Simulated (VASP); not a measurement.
# YN (Fm-3m) in VASP: a series of runs

Runs on YN. Level: PBE. Tasks: single point.

Program: VASP 6.6.1. These are calculated values, not measurements. Logs are shortened: lines on timing, memory, paths and dates and some standing lists are left out, and cuts for length are marked.

### Step 1. The cell of the first run

The structure is cubic, space group Fm-3m (No. 225). The conventional cell has a = 4.789 Å, b = 4.789 Å, c = 4.789 Å, α = 90.00°, β = 90.00°, γ = 90.00°. Y (site symmetry m-3m) has 6 N at 2.39 Å within 3.2 Å. Within 3.2 Å of N (site symmetry m-3m) lie 6 Y at 2.39 Å.

### Step 2. Single point, PBE

INCAR reads:

```
PREC = Accurate
ENCUT = 600
EDIFF = 1E-6
ISMEAR = 0
SIGMA = 0.01
LREAL = F
LASPH = T
NELM = 120
ALGO = Normal
ISIF = 2
LWAVE = F
LCHARG = F
GGA = PE
NBANDS = 15
GGA_COMPAT = F
```

KPOINTS reads:

```
Automatic mesh
0
Gamma
  6 6 6
```

POSCAR reads:

```
YN
1.0
    0.0000000000      2.3943545223      2.3943545223
    2.3943545223      0.0000000000      2.3943545223
    2.3943545223      2.3943545223      0.0000000000
Y N
1 1
Direct
    0.0000000000      0.0000000000      0.0000000000
    0.5000000000      0.5000000000      0.5000000000
```

Potentials or basis: VASP PAW PBE potentials, release 64 (Y_sv, N).

On the command line:

```
> cat potpaw_PBE.64/Y_sv/POTCAR potpaw_PBE.64/N/POTCAR > POTCAR
> mpirun -np 1 vasp_std > vasp.out
```

OUTCAR:

```text
PREC = Accurate
   ENCUT = 600
   EDIFF = 1E-6
   ISMEAR = 0
   LREAL = F
   LASPH = T
   NELM = 120
   ISIF = 2
   GGA = PE

 ion  position               nearest neighbor table
   1  0.000  0.000  0.000-   2 2.39   2 2.39   2 2.39   2 2.39   2 2.39   2 2.39
   2  0.500  0.500  0.500-   1 2.39   1 2.39   1 2.39   1 2.39   1 2.39   1 2.39

  LATTYP: Found a face centered cubic cell.
 ALAT       =     4.7887090446

  Lattice vectors:

 A1 = (   0.0000000000,   2.3943545223,   2.3943545223)
 A2 = (   2.3943545223,   0.0000000000,   2.3943545223)
 A3 = (   2.3943545223,   2.3943545223,   0.0000000000)

Analysis of symmetry for initial positions (statically):
=====================================================================
 Subroutine PRICEL returns:
 Original cell was already a primitive cell.

 Routine SETGRP: Setting up the symmetry group for a
 face centered cubic supercell.

 Subroutine GETGRP returns: Found 48 space group operations
 (whereof 48 operations were pure point group operations)
 out of a pool of 48 trial point group operations.

The static configuration has the point symmetry O_h .

Analysis of symmetry for dynamics (positions and initial velocities):
=====================================================================
 Subroutine PRICEL returns:
 Original cell was already a primitive cell.

 Routine SETGRP: Setting up the symmetry group for a
 face centered cubic supercell.

 Subroutine GETGRP returns: Found 48 space group operations
 (whereof 48 operations were pure point group operations)
 out of a pool of 48 trial point group operations.

The dynamic configuration has the point symmetry O_h .

 Subroutine INISYM returns: Found 48 space group operations
 (whereof 48 operations are pure point group operations),
 and found     1 'primitive' translations

----------------------------------------------------------------------------------------

                                     Primitive cell

  volume of cell :      27.4534

  direct lattice vectors                    reciprocal lattice vectors
     0.000000000  2.394354522  2.394354522    -0.208824548  0.208824548  0.208824548
     2.394354522  0.000000000  2.394354522     0.208824548 -0.208824548  0.208824548
     2.394354522  2.394354522  0.000000000     0.208824548  0.208824548 -0.208824548

  length of vectors
     3.386128639  3.386128639  3.386128639     0.361694726  0.361694726  0.361694726

  position of ions in fractional coordinates (direct lattice)
     0.000000000  0.000000000  0.000000000
     0.500000000  0.500000000  0.500000000

  ion indices of the primitive-cell ions
   primitive index   ion index
                 1           1
                 2           2

----------------------------------------------------------------------------------------

 KPOINTS: Automatic mesh

Automatic generation of k-mesh.
 Grid dimensions read from file:
 generate k-points for:    6    6    6

 Generating k-lattice:

  Cartesian coordinates                     Fractional coordinates (reciprocal lattice)
    -0.034804091  0.034804091  0.034804091     0.166666667  0.000000000  0.000000000
     0.034804091 -0.034804091  0.034804091     0.000000000  0.166666667  0.000000000
     0.034804091  0.034804091 -0.034804091     0.000000000  0.000000000  0.166666667

  Length of vectors
     0.060282454  0.060282454  0.060282454

  Shift w.r.t. Gamma in fractional coordinates (k-lattice)
     0.000000000  0.000000000  0.000000000

 Subroutine IBZKPT returns following result:
 ===========================================

 Found     16 irreducible k-points:

 Following reciprocal coordinates:
            Coordinates               Weight
  0.000000  0.000000  0.000000      1.000000
  0.166667  0.000000  0.000000      8.000000
  0.333333  0.000000  0.000000      8.000000
  0.500000  0.000000  0.000000      4.000000
  0.166667  0.166667  0.000000      6.000000
  0.333333  0.166667  0.000000     24.000000
[... 8 lines left out ...]
 -0.333333  0.333333  0.166667     24.000000
 -0.333333  0.500000  0.166667     12.000000
   k-points           NKPTS =     16   k-points in BZ     NKDIM =     16   number of bands    NBANDS=     15
   number of dos      NEDOS =    301   number of ions     NIONS =      2
   total plane-waves  NPLWV =  21952
   dimension x,y,z NGX =    28 NGY =   28 NGZ =   28
   dimension x,y,z NGXF=    56 NGYF=   56 NGZF=   56
   ions per type =               1   1
   NGX,Y,Z   is equivalent  to a cutoff of  13.75, 13.75, 13.75 a.u.
   NGXF,Y,Z  is equivalent  to a cutoff of  27.49, 27.49, 27.49 a.u.
 SYSTEM =  unknown system
   PREC   = accura    normal or accurate (medium, high low for compatibility)
   ISTART =      0    job   : 0-new  1-cont  2-samecut
   ICHARG =      2    charge: 1-file 2-atom 10-const
   ISPIN  =      1    spin polarized calculation?
   LNONCOLLINEAR =      F non collinear calculations
   LSORBIT =      F    spin-orbit coupling
   LASPH  =      T    aspherical Exc in radial PAW
   ENCUT  =  600.0 eV  44.10 Ry    6.64 a.u.   6.76  6.76  6.76*2*pi/ulx,y,z
   NELM   =    120;   NELMIN=  2; NELMDL= -5     # of ELM steps
   EDIFF  = 0.1E-05   stopping-criterion for ELM
   LREAL  =      F    real-space projection
   EDIFFG = 0.1E-04   stopping-criterion for IOM
   NSW    =      0    number of steps for IOM
   IBRION =     -1    ionic relax: 0-MD 1-quasi-New 2-CG
   NFREE  =      0    steps in history (QN), initial steepest desc. (CG)
   ISIF   =      2    stress and relaxation
   ISYM   =      2    0-nonsym 1-usesym 2-fastsym
   POTIM  = 0.5000    time-step for ionic-motion
   TEBEG  =    0.0;   TEEND  =   0.0 temperature during run
   PSTRESS=    0.0 pullay stress
   NELECT =      16.0000    total number of electrons
   NUPDOWN=      -1.0000    fix difference up-down
   EMIN   =  10.00;   EMAX   =-10.00  energy-range for DOS
   EFERMI =   0.00;   METHOD = LEGACY
   ISMEAR =     0;   SIGMA  =   0.01  broadening in eV -4-tet -1-fermi 0-gaus
   EFERMI_NEDOS =   21; number of points for ismear=-14 and -15
   IALGO  =     38    algorithm
   IMIX   =      4    mixing-type and parameters
     AMIX     =   0.40;   BMIX     =  1.00
     AMIX_MAG =   1.60;   BMIX_MAG =  1.00
  volume/ion in A,a.u.               =      13.73        92.63
  Fermi-wavevector in a.u.,A,eV,Ry     =   1.367465  2.584135 25.442375  1.869962
  Thomas-Fermi vector in A             =   2.493516
   LORBIT       =      0    0 simple, 1 ext, 2 COOP (PROOUT), +10 PAW based schemes
   GGA     = PE    functional components
   LHFCALC =     F    Hartree Fock is set to
   AEXX    =    0.0000 exact exchange contribution
   IVDW    =     0    specifies the selected vdW correction
   LEPSILON=     F    determine dielectric tensor
   LRPA    =     F    only Hartree local field effects (RPA)
 non-spin polarized calculation
 Gauss-broadening in eV      SIGMA  =   0.01
  energy-cutoff  :      600.00
  volume of cell :       27.45
 maximum number of plane-waves:       941
   NGX = 13   NGY = 13   NGZ = 13

 number of electron      16.0000000 magnetization

 Free energy of the ion-electron system (eV)
  ---------------------------------------------------
  ext. energy  EPLUGINS =         0.00000000
  ---------------------------------------------------
  free energy    TOTEN  =       -18.13942890 eV

  energy without entropy =      -18.13942878  energy(sigma->0) =      -18.13942884

 E-fermi :   4.5801     XC(G=0): -11.5482

 val. band max:        4.5533337256   @ k =   0.0000   0.0000   0.0000
 cond. band min:       4.6069197171   @ k =   0.5000   0.5000   0.0000
 fundamental gap:      0.0535859915
 Fermi energy:         4.5801265539

 k-point     1 :       0.0000    0.0000    0.0000
  band No.  band energies     occupation
      1     -36.0402      2.00000
      2     -15.6232      2.00000
      3     -15.6232      2.00000
      4     -15.6232      2.00000
      5      -8.5215      2.00000
      6       4.5533      1.99985
      7       4.5533      1.99985
      8       4.5533      1.99985
      9       7.7665      0.00000
     10       7.7665      0.00000
     11       7.7665      0.00000
     12       9.2853      0.00000
     13       9.9053      0.00000
     14       9.9053      0.00000
     15      15.5686      0.00000

 k-point     2 :       0.1667    0.0000    0.0000
  band No.  band energies     occupation
      1     -36.0013      2.00000
      2     -16.0259      2.00000
      3     -15.6483      2.00000
      4     -15.6483      2.00000
      5      -7.9855      2.00000
      6       3.0969      2.00000
      7       3.6945      2.00000
      8       3.6945      2.00000
      9       7.9956      0.00000
     10       8.4564      0.00000
     11       8.4564      0.00000
     12      10.6515      0.00000
     13      11.2846      0.00000
     14      11.2846      0.00000
     15      17.3401      0.00000

 k-point     3 :       0.3333    0.0000    0.0000
  band No.  band energies     occupation
      1     -35.9223      2.00000
      2     -16.7180      2.00000
      3     -15.6977      2.00000
      4     -15.6977      2.00000
      5      -6.9758      2.00000
      6       1.1221      2.00000
      7       2.5615      2.00000
      8       2.5615      2.00000
      9       9.0063      0.00000
     10      10.1038      0.00000
     11      10.1038      0.00000
     12      12.3253      0.00000
     13      13.8363      0.00000
     14      13.8363      0.00000
     15      19.2358      0.00000
[... 199 lines left out ...]
 k-point    15 :      -0.3333    0.3333    0.1667
  band No.  band energies     occupation
      1     -35.8445      2.00000
      2     -16.6259      2.00000
      3     -16.2038      2.00000
      4     -15.9346      2.00000
      5      -7.2665      2.00000
      6       1.7287      2.00000
      7       2.8346      2.00000
      8       2.8634      2.00000
      9       8.9087      0.00000
     10       9.1232      0.00000
     11      12.3031      0.00000
     12      12.8866      0.00000
     13      14.4031      0.00000
     14      17.1903      0.00000
     15      17.7806      0.00000

 k-point    16 :      -0.3333    0.5000    0.1667
  band No.  band energies     occupation
      1     -35.8321      2.00000
      2     -16.5125      2.00000
      3     -16.1912      2.00000
      4     -16.1135      2.00000
      5      -7.6703      2.00000
      6       2.7060      2.00000
      7       3.0709      2.00000
      8       3.2115      2.00000
      9       6.9982      0.00000
     10      10.4913      0.00000
     11      12.3498      0.00000
     12      12.9689      0.00000
     13      13.6819      0.00000
     14      17.1830      0.00000
     15      17.3124      0.00000

------------------------ aborting loop because EDIFF is reached ----------------------------------------

  FORCE on cell =-STRESS in cart. coord.  units (eV):
  Direction    XX          YY          ZZ          XY          YZ          ZX
  --------------------------------------------------------------------------------------
  -------------------------------------------------------------------------------------
  Total        2.2951948      2.2951948      2.2951948     -0.0000000      0.0000000     -0.0000000
  in kB      133.9475475    133.9475475    133.9475475     -0.0000000      0.0000000     -0.0000000
  external PRESSURE =     133.9475475 kB  Pullay stress =       0.0000000 kB

 VOLUME and BASIS-vectors are now :
 -----------------------------------------------------------------------------
  energy-cutoff  :      600.00
  volume of cell :       27.45
      direct lattice vectors                 reciprocal lattice vectors
     0.000000000  2.394354522  2.394354522    -0.208824548  0.208824548  0.208824548
     2.394354522  0.000000000  2.394354522     0.208824548 -0.208824548  0.208824548
     2.394354522  2.394354522  0.000000000     0.208824548  0.208824548 -0.208824548

 POSITION                                       TOTAL-FORCE (eV/Angst)
 -----------------------------------------------------------------------------------
      0.00000      0.00000      0.00000         0.000000      0.000000      0.000000
      2.39435      2.39435      2.39435         0.000000      0.000000      0.000000
 -----------------------------------------------------------------------------------
    total drift:                                0.000000      0.000000      0.000000

  FREE ENERGIE OF THE ION-ELECTRON SYSTEM (eV)
  ---------------------------------------------------
  free  energy   TOTEN  =       -18.1394288978 eV

  energy  without entropy=      -18.1394287783  energy(sigma->0) =      -18.13942884
```

It used 29 s of CPU time on 1 thread of AMD EPYC 7R13 Processor (Zen 3) (shared host).

What came out:

* Free energy: -18.1394 eV
* Pressure: 13.4 GPa
* Band gap on the k mesh: 0.05 eV, indirect (least direct gap 0.39 eV)

A k mesh can miss the band edges.

### Step 3. Single point, PBE

This run uses another cell than the first one, of 14.11 Å³/atom, 1.028 times its volume.

INCAR is that of step 2.

KPOINTS is that of step 2.

POSCAR reads:

```
YN
1.0
    0.0000000000      2.4166288667      2.4166288667
    2.4166288667      0.0000000000      2.4166288667
    2.4166288667      2.4166288667      0.0000000000
Y N
1 1
Direct
    0.0000000000      0.0000000000      0.0000000000
    0.5000000000      0.5000000000      0.5000000000
```

Potentials or basis: VASP PAW PBE potentials, release 64 (Y_sv, N).

On the command line:

```
> cat potpaw_PBE.64/Y_sv/POTCAR potpaw_PBE.64/N/POTCAR > POTCAR
> mpirun -np 1 vasp_std > vasp.out
```

OUTCAR:

```text
PREC = Accurate
   ENCUT = 600
   EDIFF = 1E-6
   ISMEAR = 0
   LREAL = F
   LASPH = T
   NELM = 120
   ISIF = 2
   GGA = PE

 ion  position               nearest neighbor table
   1  0.000  0.000  0.000-   2 2.42   2 2.42   2 2.42   2 2.42   2 2.42   2 2.42
   2  0.500  0.500  0.500-   1 2.42   1 2.42   1 2.42   1 2.42   1 2.42   1 2.42

  LATTYP: Found a face centered cubic cell.
 ALAT       =     4.8332577334

  Lattice vectors:

 A1 = (   0.0000000000,   2.4166288667,   2.4166288667)
 A2 = (   2.4166288667,   0.0000000000,   2.4166288667)
 A3 = (   2.4166288667,   2.4166288667,   0.0000000000)

Analysis of symmetry for initial positions (statically):
=====================================================================
 Subroutine PRICEL returns:
 Original cell was already a primitive cell.

 Routine SETGRP: Setting up the symmetry group for a
 face centered cubic supercell.

 Subroutine GETGRP returns: Found 48 space group operations
 (whereof 48 operations were pure point group operations)
 out of a pool of 48 trial point group operations.

[... 164 lines left out ...]
      3     -15.9393      2.00000
      4     -15.9393      2.00000
      5      -8.6254      2.00000
      6       4.3791      2.00000
      7       4.3791      2.00000
      8       4.3791      2.00000
      9       7.5537      0.00000
     10       7.5537      0.00000
     11       7.5537      0.00000
     12       8.8435      0.00000
     13       9.6200      0.00000
     14       9.6200      0.00000
[... 257 lines left out ...]
      2     -16.7488      2.00000
      3     -16.4562      2.00000
      4     -16.3814      2.00000
      5      -7.7961      2.00000
      6       2.5689      2.00000
      7       2.8522      2.00000
      8       3.0309      2.00000
      9       6.8020      0.00000
     10      10.1909      0.00000
     11      11.9162      0.00000
     12      12.5617      0.00000
     13      13.2373      0.00000
     14      16.6239      0.00000
     15      16.8240      0.00000

------------------------ aborting loop because EDIFF is reached ----------------------------------------

  FORCE on cell =-STRESS in cart. coord.  units (eV):
  Direction    XX          YY          ZZ          XY          YZ          ZX
  --------------------------------------------------------------------------------------
  -------------------------------------------------------------------------------------
  Total        1.3663105      1.3663105      1.3663105     -0.0000000      0.0000000      0.0000000
  in kB       77.5532707     77.5532707     77.5532707     -0.0000000      0.0000000      0.0000000
  external PRESSURE =      77.5532707 kB  Pullay stress =       0.0000000 kB

 VOLUME and BASIS-vectors are now :
 -----------------------------------------------------------------------------
  energy-cutoff  :      600.00
  volume of cell :       28.23
      direct lattice vectors                 reciprocal lattice vectors
     0.000000000  2.416628867  2.416628867    -0.206899788  0.206899788  0.206899788
     2.416628867  0.000000000  2.416628867     0.206899788 -0.206899788  0.206899788
     2.416628867  2.416628867  0.000000000     0.206899788  0.206899788 -0.206899788

 POSITION                                       TOTAL-FORCE (eV/Angst)
 -----------------------------------------------------------------------------------
      0.00000      0.00000      0.00000         0.000000     -0.000000      0.000000
      2.41663      2.41663      2.41663        -0.000000      0.000000     -0.000000
 -----------------------------------------------------------------------------------
    total drift:                                0.000000      0.000000      0.000000

  FREE ENERGIE OF THE ION-ELECTRON SYSTEM (eV)
  ---------------------------------------------------
  free  energy   TOTEN  =       -18.1909503004 eV

  energy  without entropy=      -18.1909503004  energy(sigma->0) =      -18.19095030
```

It used 41 s of CPU time on 1 thread of AMD EPYC 7R13 Processor (Zen 3) (shared host).

Results:

* Free energy: -18.1910 eV
* Pressure: 7.8 GPa
* Band gap on the k mesh: 0.11 eV, indirect (least direct gap 0.47 eV)

### Step 4. Single point, PBE

This run uses another cell than the first one, of 14.50 Å³/atom, 1.056 times its volume.

INCAR reads:

```
SYSTEM = YN
ALGO = Normal
EDIFF = 1E-6
ENCUT = 600
GGA = PE
GGA_COMPAT = .False.
ISIF = 2
ISMEAR = 0
LASPH = .True.
LCHARG = .True.
LELF = .True.
LREAL = .False.
LVHAR = .True.
LWAVE = .False.
NBANDS = 15
NELM = 120
PREC = Accurate
SIGMA = 0.01
```

KPOINTS reads:

```
k-points
0
Gamma
  6 6 6
  0 0 0
```

POSCAR reads:

```
YN
1.0
    0.0000000000      2.4385000000      2.4385000000
    2.4385000000      0.0000000000      2.4385000000
    2.4385000000      2.4385000000      0.0000000000
Y N
1 1
Direct
    0.0000000000      0.0000000000      0.0000000000
    0.5000000000      0.5000000000      0.5000000000
```

On the command line:

```
> cat potpaw_PBE.64/Y_sv/POTCAR potpaw_PBE.64/N/POTCAR > POTCAR
> mpirun -np 1 vasp_std > vasp.out
```

It used 29 s of CPU time on 1 thread of AMD EPYC 7R13 Processor (Zen 3) (shared host).

It converged, with:

* Free energy: -18.2170 eV
* Pressure: 2.8 GPa
* Band gap on the k mesh: 0.16 eV, indirect (least direct gap 0.54 eV)

Levels at points of the mesh, in eV from the valence-band top:
| k point | band 4 | band 5 | band 6 | band 7 | band 8 | band 9 | band 10 | band 11 | band 12 | band 13 |
| --- | --- | --- | --- | --- | --- | --- | --- | --- | --- | --- |
| (0.00, 0.00, 0.00) | -20.46 | -12.93 | 0.00 | 0.00 | 0.00 | 3.14 | 3.14 | 3.14 | 4.21 | 5.13 |
| (0.50, 0.00, 0.00) | -20.54 | -11.14 | -4.11 | -2.27 | -2.27 | 5.73 | 6.40 | 6.40 | 6.77 | 10.25 |
| (0.50, 0.50, 0.00) | -20.79 | -12.50 | -1.49 | -0.38 | -0.38 | 0.16 | 6.88 | 7.28 | 7.95 | 7.95 |

A k mesh can miss the band edges.

### Step 5. Overview

| cell | gap on the mesh (eV) | pressure (GPa) |
| --- | --- | --- |
| a = 3.386 Å, angles 60.0°, 2 atoms | 0.05 | 13.4 |
| a = 3.418 Å, angles 60.0°, 2 atoms | 0.11 | 7.8 |
| a = 3.449 Å, angles 60.0°, 2 atoms | 0.16 | 2.8 |

Alike in all rows: task single point; level PBE; potentials or basis VASP PAW PBE potentials, release 64 (Y_sv, N); no spin polarisation; k mesh 6 × 6 × 6; cutoff (eV) 600; smearing gaussian 0.01 eV.

Total energies depend on the potentials used, so only differences within one code and one set of settings carry meaning.
